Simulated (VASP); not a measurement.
Here is a VASP 6.6.1 calculation.

The input INCAR:

```
PREC = Accurate
ENCUT = 520
EDIFF = 1E-6
ISMEAR = -1
SIGMA = 0.05
LREAL = False
LASPH = True
NELM = 80
ALGO = Normal
ISIF = 2
LWAVE = False
LCHARG = False
NBANDS = 10
```

The input KPOINTS:

```
regular mesh
0
Gamma
  7 7 7
```

POSCAR

```
K
1.0
    0.0000000000      3.3918728180      3.3918728180
    3.3918728180      0.0000000000      3.3918728180
    3.3918728180      3.3918728180      0.0000000000
K
1
Direct
    0.0000000000      0.0000000000      0.0000000000
```

Potentials or basis: VASP PAW LDA potentials, release 64 (K_sv).

Command:

```console
$ cat potpaw_LDA.64/K_sv/POTCAR > POTCAR
$ mpirun -np 1 vasp_std > vasp.out
```

Problem. Estimate the band gap on the k mesh.

Solution. Zero (an odd number of electrons rules out a gap without spin polarisation).

Problem. Estimate the pressure.

Solution. -0.6 GPa.
